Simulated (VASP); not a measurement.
# PbS in VASP: notebook

PbS is run at these levels: PBE, r2SCAN; tasks: single point.

Everything below comes from runs of VASP 6.6.1. Logs are shortened: lines on timing, memory, paths and dates and some standing lists are left out, and cuts for length are marked.

## (1) The cell of the first run

The structure is cubic, space group Fm-3m (No. 225). The conventional cell has a = 6.064 Å, b = 6.064 Å, c = 6.064 Å, α = 90.00°, β = 90.00°, γ = 90.00°. Within 4.0 Å of Pb (site symmetry m-3m) lie 6 S at 3.03 Å. S (site symmetry m-3m) has 6 Pb at 3.03 Å within 4.0 Å.

## (2) Single point, PBE (strain +1.5%)

INCAR reads:

```
SYSTEM = PbS
  ALGO = Normal
  EDIFF = 1E-7
  ENCUT = 520
  GGA = PE
  ISIF = 2
  ISMEAR = 0
  LASPH = .TRUE.
  LCHARG = .FALSE.
  LREAL = .FALSE.
  LWAVE = .FALSE.
  NBANDS = 17
  NELM = 60
  PREC = Accurate
  SIGMA = 0.01
```

KPOINTS reads:

```
k-points
0
G
  4 4 4
  0 0 0
```

POSCAR reads:

```
PbS
1.0
    0.0000000000      3.0320411529      3.0320411529
    3.0320411529      0.0000000000      3.0320411529
    3.0320411529      3.0320411529      0.0000000000
Pb S
1 1
Direct
    0.0000000000      0.0000000000      0.0000000000
    0.5000000000      0.5000000000      0.5000000000
```

Potentials or basis: VASP PAW PBE potentials, release 64 (Pb_d, S).

Command:

```
cat potpaw_PBE.64/Pb_d/POTCAR potpaw_PBE.64/S/POTCAR > POTCAR
mpirun -np 1 vasp_std > vasp.out
```

OUTCAR:

```text
SYSTEM = PbS
   EDIFF = 1E-7
   ENCUT = 520
   GGA = PE
   ISIF = 2
   ISMEAR = 0
   LASPH = .TRUE.
   LREAL = .FALSE.
   NELM = 60
   PREC = Accurate

 ion  position               nearest neighbor table
   1  0.000  0.000  0.000-   2 3.03   2 3.03   2 3.03   2 3.03   2 3.03   2 3.03
   2  0.500  0.500  0.500-   1 3.03   1 3.03   1 3.03   1 3.03   1 3.03   1 3.03

  LATTYP: Found a face centered cubic cell.
 ALAT       =     6.0640823058

  Lattice vectors:

 A1 = (   0.0000000000,   3.0320411529,   3.0320411529)
 A2 = (   3.0320411529,   0.0000000000,   3.0320411529)
 A3 = (   3.0320411529,   3.0320411529,   0.0000000000)

Analysis of symmetry for initial positions (statically):
=====================================================================
 Subroutine PRICEL returns:
 Original cell was already a primitive cell.

 Routine SETGRP: Setting up the symmetry group for a
 face centered cubic supercell.

 Subroutine GETGRP returns: Found 48 space group operations
 (whereof 48 operations were pure point group operations)
 out of a pool of 48 trial point group operations.

The static configuration has the point symmetry O_h .

Analysis of symmetry for dynamics (positions and initial velocities):
=====================================================================
 Subroutine PRICEL returns:
 Original cell was already a primitive cell.

 Routine SETGRP: Setting up the symmetry group for a
 face centered cubic supercell.

 Subroutine GETGRP returns: Found 48 space group operations
 (whereof 48 operations were pure point group operations)
 out of a pool of 48 trial point group operations.

The dynamic configuration has the point symmetry O_h .

 Subroutine INISYM returns: Found 48 space group operations
 (whereof 48 operations are pure point group operations),
 and found     1 'primitive' translations

----------------------------------------------------------------------------------------

                                     Primitive cell

  volume of cell :      55.7488

  direct lattice vectors                    reciprocal lattice vectors
     0.000000000  3.032041153  3.032041153    -0.164905413  0.164905413  0.164905413
     3.032041153  0.000000000  3.032041153     0.164905413 -0.164905413  0.164905413
     3.032041153  3.032041153  0.000000000     0.164905413  0.164905413 -0.164905413

  length of vectors
     4.287953720  4.287953720  4.287953720     0.285624555  0.285624555  0.285624555

  position of ions in fractional coordinates (direct lattice)
     0.000000000  0.000000000  0.000000000
     0.500000000  0.500000000  0.500000000

  ion indices of the primitive-cell ions
   primitive index   ion index
                 1           1
                 2           2

----------------------------------------------------------------------------------------

 KPOINTS: k-points

Automatic generation of k-mesh.
 Grid dimensions read from file:
 generate k-points for:    4    4    4

 Generating k-lattice:

  Cartesian coordinates                     Fractional coordinates (reciprocal lattice)
    -0.041226353  0.041226353  0.041226353     0.250000000  0.000000000  0.000000000
     0.041226353 -0.041226353  0.041226353     0.000000000  0.250000000  0.000000000
     0.041226353  0.041226353 -0.041226353     0.000000000  0.000000000  0.250000000

  Length of vectors
     0.071406139  0.071406139  0.071406139

  Shift w.r.t. Gamma in fractional coordinates (k-lattice)
     0.000000000  0.000000000  0.000000000

 Subroutine IBZKPT returns following result:
 ===========================================

 Found      8 irreducible k-points:

 Following reciprocal coordinates:
            Coordinates               Weight
  0.000000  0.000000  0.000000      1.000000
  0.250000  0.000000  0.000000      8.000000
  0.500000  0.000000  0.000000      4.000000
  0.250000  0.250000  0.000000      6.000000
  0.500000  0.250000  0.000000     24.000000
 -0.250000  0.250000  0.000000     12.000000
  0.500000  0.500000  0.000000      3.000000
 -0.250000  0.500000  0.250000      6.000000
   k-points           NKPTS =      8   k-points in BZ     NKDIM =      8   number of bands    NBANDS=     17
   number of dos      NEDOS =    301   number of ions     NIONS =      2
   total plane-waves  NPLWV =  32768
   dimension x,y,z NGX =    32 NGY =   32 NGZ =   32
   dimension x,y,z NGXF=    64 NGYF=   64 NGZF=   64
   ions per type =               1   1
   NGX,Y,Z   is equivalent  to a cutoff of  12.41, 12.41, 12.41 a.u.
   NGXF,Y,Z  is equivalent  to a cutoff of  24.81, 24.81, 24.81 a.u.
 SYSTEM =  PbS
   PREC   = accura    normal or accurate (medium, high low for compatibility)
   ISTART =      0    job   : 0-new  1-cont  2-samecut
   ICHARG =      2    charge: 1-file 2-atom 10-const
   ISPIN  =      1    spin polarized calculation?
   LNONCOLLINEAR =      F non collinear calculations
   LSORBIT =      F    spin-orbit coupling
   LASPH  =      T    aspherical Exc in radial PAW
   ENCUT  =  520.0 eV  38.22 Ry    6.18 a.u.   7.97  7.97  7.97*2*pi/ulx,y,z
   NELM   =     60;   NELMIN=  2; NELMDL= -5     # of ELM steps
   EDIFF  = 0.1E-06   stopping-criterion for ELM
   LREAL  =      F    real-space projection
   EDIFFG = 0.1E-05   stopping-criterion for IOM
   NSW    =      0    number of steps for IOM
   IBRION =     -1    ionic relax: 0-MD 1-quasi-New 2-CG
   NFREE  =      0    steps in history (QN), initial steepest desc. (CG)
   ISIF   =      2    stress and relaxation
   ISYM   =      2    0-nonsym 1-usesym 2-fastsym
   POTIM  = 0.5000    time-step for ionic-motion
   TEBEG  =    0.0;   TEEND  =   0.0 temperature during run
   PSTRESS=    0.0 pullay stress
   NELECT =      20.0000    total number of electrons
   NUPDOWN=      -1.0000    fix difference up-down
   EMIN   =  10.00;   EMAX   =-10.00  energy-range for DOS
   EFERMI =   0.00;   METHOD = LEGACY
   ISMEAR =     0;   SIGMA  =   0.01  broadening in eV -4-tet -1-fermi 0-gaus
   EFERMI_NEDOS =   21; number of points for ismear=-14 and -15
   IALGO  =     38    algorithm
   IMIX   =      4    mixing-type and parameters
     AMIX     =   0.40;   BMIX     =  1.00
     AMIX_MAG =   1.60;   BMIX_MAG =  1.00
  volume/ion in A,a.u.               =      27.87       188.11
  Fermi-wavevector in a.u.,A,eV,Ry     =   1.163250  2.198224 18.410732  1.353151
[... 21 lines left out ...]
  free energy    TOTEN  =        -8.75111765 eV

  energy without entropy =       -8.75111765  energy(sigma->0) =       -8.75111765

 E-fermi :   4.9870     XC(G=0):  -9.3755

 val. band max:        4.9166045092   @ k =   0.5000   0.0000   0.0000
 cond. band min:       5.5001768035   @ k =   0.5000   0.0000   0.0000
 fundamental gap:      0.5835722943
 Fermi energy:         4.9869584058

 k-point     1 :       0.0000    0.0000    0.0000
  band No.  band energies     occupation
      1     -11.7543      2.00000
      2     -11.7543      2.00000
      3     -11.7543      2.00000
      4     -11.7366      2.00000
      5     -11.7366      2.00000
      6      -8.0445      2.00000
      7      -1.1765      2.00000
      8       3.1257      2.00000
      9       3.1257      2.00000
     10       3.1257      2.00000
     11       9.9925      0.00000
     12       9.9925      0.00000
     13       9.9925      0.00000
     14      11.8700      0.00000
     15      11.8700      0.00000
     16      11.8700      0.00000
     17      13.8087      0.00000

 k-point     2 :       0.2500    0.0000    0.0000
  band No.  band energies     occupation
      1     -11.7534      2.00000
      2     -11.7534      2.00000
      3     -11.7522      2.00000
      4     -11.7312      2.00000
      5     -11.7312      2.00000
      6      -7.5967      2.00000
      7      -2.3342      2.00000
      8       3.2666      2.00000
      9       3.2666      2.00000
     10       3.9203      2.00000
     11       7.3498      0.00000
     12       8.2254      0.00000
     13       8.2254      0.00000
     14      11.9184      0.00000
     15      13.0371      0.00000
     16      13.0371      0.00000
     17      16.5477      0.00000

 k-point     3 :       0.5000    0.0000    0.0000
  band No.  band energies     occupation
      1     -11.7630      2.00000
      2     -11.7630      2.00000
      3     -11.7506      2.00000
      4     -11.7151      2.00000
      5     -11.7151      2.00000
      6      -6.9601      2.00000
      7      -3.5079      2.00000
      8       3.4691      2.00000
      9       3.4691      2.00000
     10       4.9166      2.00000
     11       5.5002      0.00000
     12       7.0719      0.00000
     13       7.0719      0.00000
     14      13.5517      0.00000
     15      15.2012      0.00000
     16      15.2012      0.00000
     17      15.3917      0.00000

 k-point     4 :       0.2500    0.2500    0.0000
  band No.  band energies     occupation
      1     -11.7773      2.00000
      2     -11.7638      2.00000
      3     -11.7314      2.00000
      4     -11.7314      2.00000
      5     -11.7267      2.00000
      6      -7.4388      2.00000
      7      -2.1538      2.00000
      8       2.5160      2.00000
      9       2.5160      2.00000
     10       3.4583      2.00000
     11       7.4011      0.00000
     12       9.7755      0.00000
     13       9.7755      0.00000
     14       9.9731      0.00000
     15      14.8085      0.00000
     16      14.8601      0.00000
     17      14.9199      0.00000

 k-point     5 :       0.5000    0.2500    0.0000
  band No.  band energies     occupation
      1     -11.7991      2.00000
      2     -11.7545      2.00000
      3     -11.7387      2.00000
      4     -11.7241      2.00000
      5     -11.7125      2.00000
      6      -6.8092      2.00000
      7      -2.9299      2.00000
      8       1.6362      2.00000
      9       2.5609      2.00000
     10       2.9894      2.00000
     11       7.8376      0.00000
     12       8.7520      0.00000
     13       9.1667      0.00000
     14      11.3553      0.00000
     15      15.4501      0.00000
     16      15.8005      0.00000
     17      16.3334      0.00000

 k-point     6 :      -0.2500    0.2500    0.0000
  band No.  band energies     occupation
      1     -11.7720      2.00000
      2     -11.7482      2.00000
      3     -11.7428      2.00000
      4     -11.7298      2.00000
      5     -11.7282      2.00000
      6      -7.0221      2.00000
      7      -2.9614      2.00000
      8       1.7108      2.00000
      9       3.3635      2.00000
     10       4.2548      2.00000
     11       6.4710      0.00000
     12       7.4827      0.00000
     13       9.2361      0.00000
     14      13.4107      0.00000
     15      13.5458      0.00000
     16      14.7503      0.00000
     17      15.5779      0.00000

 k-point     7 :       0.5000    0.5000    0.0000
  band No.  band energies     occupation
      1     -11.8444      2.00000
      2     -11.7734      2.00000
      3     -11.7167      2.00000
      4     -11.7075      2.00000
      5     -11.7075      2.00000
      6      -6.6319      2.00000
      7      -2.1396      2.00000
      8       0.3347      2.00000
      9       1.9573      2.00000
     10       1.9573      2.00000
     11       9.1205      0.00000
     12      10.3288      0.00000
     13      10.4104      0.00000
     14      10.4104      0.00000
     15      16.0957      0.00000
     16      16.9031      0.00000
     17      17.2798      0.00000

 k-point     8 :      -0.2500    0.5000    0.2500
  band No.  band energies     occupation
      1     -11.8127      2.00000
      2     -11.7412      2.00000
      3     -11.7412      2.00000
      4     -11.7346      2.00000
      5     -11.7074      2.00000
      6      -6.5907      2.00000
      7      -2.7443      2.00000
      8       1.0484      2.00000
      9       1.0484      2.00000
     10       4.0911      2.00000
     11       7.2029      0.00000
     12       9.6116      0.00000
     13       9.6116      0.00000
     14      13.0439      0.00000
     15      13.0439      0.00000
     16      16.7597      0.00000
     17      17.2790      0.00000

------------------------ aborting loop because EDIFF is reached ----------------------------------------

  FORCE on cell =-STRESS in cart. coord.  units (eV):
  Direction    XX          YY          ZZ          XY          YZ          ZX
  --------------------------------------------------------------------------------------
  -------------------------------------------------------------------------------------
  Total       -0.4753021     -0.4753021     -0.4753021      0.0000000      0.0000000     -0.0000000
  in kB      -13.6598219    -13.6598219    -13.6598219      0.0000000      0.0000000     -0.0000000
  external PRESSURE =     -13.6598219 kB  Pullay stress =       0.0000000 kB

 VOLUME and BASIS-vectors are now :
 -----------------------------------------------------------------------------
  energy-cutoff  :      520.00
  volume of cell :       55.75
      direct lattice vectors                 reciprocal lattice vectors
     0.000000000  3.032041153  3.032041153    -0.164905413  0.164905413  0.164905413
     3.032041153  0.000000000  3.032041153     0.164905413 -0.164905413  0.164905413
     3.032041153  3.032041153  0.000000000     0.164905413  0.164905413 -0.164905413

 POSITION                                       TOTAL-FORCE (eV/Angst)
 -----------------------------------------------------------------------------------
      0.00000      0.00000      0.00000        -0.000000     -0.000000     -0.000000
      3.03204      3.03204      3.03204         0.000000      0.000000      0.000000
 -----------------------------------------------------------------------------------
    total drift:                                0.000000     -0.000000     -0.000000

  FREE ENERGIE OF THE ION-ELECTRON SYSTEM (eV)
  ---------------------------------------------------
  free  energy   TOTEN  =        -8.7511176525 eV

  energy  without entropy=       -8.7511176525  energy(sigma->0) =       -8.75111765
```

It took 9.6 s on 1 thread of AMD EPYC 7R43 (Zen 3), shared host; peak memory 0.14 GiB.

What came out:

| Item | Value |
| --- | --- |
| Free energy | -8.7511 eV |
| Pressure | -1.4 GPa |
| Band gap on the k mesh | 0.58 eV, direct |

Caveat: the k points lie up to 0.45 Å⁻¹ apart; the cell differs from its parent crystal (strain +1.5%); spin-orbit coupling is left out, which moves the levels of the heavy elements.

## (3) Single point, PBE (shear xy strain -0.5%)

INCAR reads:

```
PREC = Accurate ; ENCUT = 520
EDIFF = 1E-6 ; ISMEAR = 0
SIGMA = 0.01 ; LREAL = False
LASPH = True ; NELM = 100
ALGO = Normal ; ISIF = 2
LWAVE = False ; LCHARG = False
GGA = PE ; NBANDS = 17
```

KPOINTS reads:

```
regular mesh
0
Gamma
  4 4 4
```

POSCAR reads:

```
PbS
1.0
   -0.0074680817      2.9872326629      2.9872326629
    2.9872326629     -0.0074680817      2.9872326629
    2.9797645813      2.9797645813      0.0000000000
Pb S
1 1
Direct
    0.0000000000      0.0000000000      0.0000000000
    0.5000000000      0.5000000000      0.5000000000
```

Potentials or basis: VASP PAW PBE potentials, release 64 (Pb_d, S).

Command:

```
cat potpaw_PBE.64/Pb_d/POTCAR potpaw_PBE.64/S/POTCAR > POTCAR
mpirun -np 1 vasp_std > vasp.out
```

It took 16 s on 1 thread of AMD EPYC 7R43 (Zen 3), shared host; peak memory 0.14 GiB.

Results (log left out):

```yaml
Free_energy: -8.7538 eV
Pressure: 0.9 GPa
Band_gap_on_the_k_mesh: 0.42 eV, indirect (least direct gap 0.44 eV)
```

Stress tensor (GPa, compression positive):
```
0.95 0.11 0.00
0.11 0.95 0.00
0.00 0.00 0.95
```

Levels at points of the mesh, in eV from the valence-band top:
```
           k point  band 7  band 8  band 9  band 10  band 11  band 12  band 13  band 14
(0.00, 0.00, 0.00)   -6.06   -2.07   -2.05    -2.03     5.16     5.16     5.16     6.77
(0.50, 0.00, 0.00)   -8.72   -1.68   -1.67     0.00     0.44     2.03     2.04     8.64
(0.50, 0.50, 0.00)   -7.16   -5.00   -3.31    -3.26     3.97     5.52     5.61     5.62
(0.00, 0.00, 0.50)   -8.70   -1.69   -1.68    -0.02     0.42     2.00     2.02     8.65
(0.50, 0.00, 0.50)   -7.16   -5.00   -3.29    -3.29     3.97     5.51     5.62     5.62
```

Caveat: the k points lie up to 0.46 Å⁻¹ apart; the cell differs from its parent crystal (shear xy strain -0.5%); spin-orbit coupling is left out, which moves the levels of the heavy elements.

## (4) Single point, r2SCAN

This run uses another cell than the first one, of 26.66 Å³/atom, 0.956 times its volume.

POSCAR reads:

```
PbS
1.0
    0.0000000000      2.9872326629      2.9872326629
    2.9872326629      0.0000000000      2.9872326629
    2.9872326629      2.9872326629      0.0000000000
Pb S
1 1
Direct
    0.0000000000      0.0000000000      0.0000000000
    0.5000000000      0.5000000000      0.5000000000
```

INCAR.step1 reads:

```
ALGO     = Normal         # electronic algorithm
EDIFF    = 1E-4           # SCF threshold, eV
ENCUT    = 520            # plane-wave cutoff, eV
GGA      = PE             # functional
ISMEAR   = 0              # smearing method
LASPH    = True           # aspherical terms in the spheres
LCHARG   = False          # write CHGCAR
LREAL    = False          # projectors in reciprocal space
LWAVE    = True           # write WAVECAR
NBANDS   = 17             # bands
NELM     = 60             # most SCF steps
PREC     = Accurate       # precision mode
SIGMA    = 0.01           # smearing width, eV
```

INCAR.step2 reads:

```
ALGO     = Normal         # electronic algorithm
EDIFF    = 1E-7           # SCF threshold, eV
ENCUT    = 520            # plane-wave cutoff, eV
ISIF     = 2              # what is computed and relaxed
ISMEAR   = 0              # smearing method
ISTART   = 1            
LASPH    = True           # aspherical terms in the spheres
LCHARG   = False          # write CHGCAR
LMIXTAU  = True         
LREAL    = False          # projectors in reciprocal space
LWAVE    = False          # write WAVECAR
METAGGA  = R2SCAN         # meta-GGA
NBANDS   = 17             # bands
NELM     = 60             # most SCF steps
PREC     = Accurate       # precision mode
SIGMA    = 0.01           # smearing width, eV
```

KPOINTS reads:

```
k-points
0
Gamma
  8 8 8
```

Command:

```
cat potpaw_PBE.64/Pb_d/POTCAR potpaw_PBE.64/S/POTCAR > POTCAR
cp INCAR.step1 INCAR
mpirun -np 1 vasp_std > vasp.out
cp INCAR.step2 INCAR
mpirun -np 1 vasp_std > vasp.out
```

Wall time 2.1 min (1 thread of AMD EPYC 7R43 (Zen 3), shared host); peak memory 0.16 GiB.

Results (log left out):

- Free energy: -65.6122 eV
- Pressure: 0.0 GPa
- Band gap on the k mesh: 0.70 eV, direct

Levels at points of the mesh, in eV from the valence-band top:
| k point | band 7 | band 8 | band 9 | band 10 | band 11 | band 12 | band 13 | band 14 |
| --- | --- | --- | --- | --- | --- | --- | --- | --- |
| (0.00, 0.00, 0.00) | -6.13 | -2.20 | -2.20 | -2.20 | 5.51 | 5.51 | 5.51 | 7.21 |
| (0.50, 0.00, 0.00) | -8.96 | -1.81 | -1.81 | 0.00 | 0.70 | 2.25 | 2.25 | 9.16 |
| (0.50, 0.50, 0.00) | -7.31 | -5.17 | -3.45 | -3.45 | 4.26 | 5.95 | 6.02 | 6.02 |

Caveat: the PAW data sets were made with another functional, which shifts forces and pressure a little; spin-orbit coupling is left out, which moves the levels of the heavy elements.

## (5) The runs side by side

| level | cell | k mesh | gap on the mesh (eV) | pressure (GPa) |
| --- | --- | --- | --- | --- |
| PBE | a = 4.288 Å, angles 60.0°, 2 atoms | 4 × 4 × 4 | 0.58 | -1.4 |
| PBE | a = 4.225, b = 4.225, c = 4.214 Å, angles 60.1, 60.1, 60.2°, 2 atoms | 4 × 4 × 4 | 0.42 | 0.9 |
| r2SCAN | a = 4.225 Å, angles 60.0°, 2 atoms | 8 × 8 × 8 | 0.70 | 0.0 |

Alike in all rows: task single point; potentials or basis VASP PAW PBE potentials, release 64 (Pb_d, S); no spin polarisation; cutoff (eV) 520; smearing gaussian 0.01 eV.

Caveats: some runs use coarse meshes; spin-orbit coupling is left out, which moves the levels of the heavy elements; the PAW data sets were made with another functional, which shifts forces and pressure a little (some runs).

Total energies depend on the potentials used, so only differences within one code and one set of settings carry meaning.
